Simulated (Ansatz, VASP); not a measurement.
## Two plane-wave programs on Si15Au

```
CELL_PARAMETERS angstrom
0.00000 5.43700 5.43700
5.43700 0.00000 5.43700
5.43700 5.43700 0.00000
ATOMIC_POSITIONS crystal
Au 0.00000 0.00000 0.00000
Si 0.99953 0.99953 0.50047
Si 0.99953 0.50047 0.99953
Si 0.99953 0.50047 0.50047
Si 0.50047 0.99953 0.99953
Si 0.50047 0.99953 0.50047
Si 0.50047 0.50047 0.99953
Si 0.50000 0.50000 0.50000
Si 0.12763 0.12763 0.12763
Si 0.12763 0.12763 0.61711
Si 0.12763 0.61711 0.12763
Si 0.12575 0.62475 0.62475
Si 0.61711 0.12763 0.12763
Si 0.62475 0.12575 0.62475
Si 0.62475 0.62475 0.12575
Si 0.62475 0.62475 0.62475
```

Alike in both runs: functional PBEsol; k mesh 3 × 3 × 3; occupations gaussian, width 0.05 eV; collinear spin; Hubbard terms Au d U = 3.0 eV.

Ansatz relaxed the structure, and its values are those at the end. VASP's run is a single point on that final structure, the one shown.

|  | VASP | Ansatz |
| --- | --- | --- |
| version | VASP 6.6.1 | Ansatz 0.2.0 |
| potentials or method | VASP PAW PBE potentials, release 64 (Au, Si), cutoff 520 eV | scalar-relativistic, plane waves, PAW |
| valence electrons in the cell | 71 | 79 |

```tsv
	VASP	Ansatz	Ansatz less VASP
gap on the k mesh at the Fermi level (eV)	none	none	-
pressure (GPa)	0.4	0.6	+0.16
rms of the force components (eV/Å)	0.045	0.001	-0.0433
net moment per atom (μB)	0.00	0.00	0.000
```

VASP's potentials were made for PBE, not for PBEsol. The programs project onto different local orbitals, so the same U acts differently, and such runs can settle in different states. A gap of «none» marks a metal or a gap that the smearing closes. VASP's potentials hold 71 valence electrons a cell and Ansatz's 79, so a difference there can come from the potentials and not from the codes. Ansatz's warnings: filled band counts differ across k points, seeded moment not kept, stress scf threshold loose.

Neither program's run includes spin-orbit coupling.
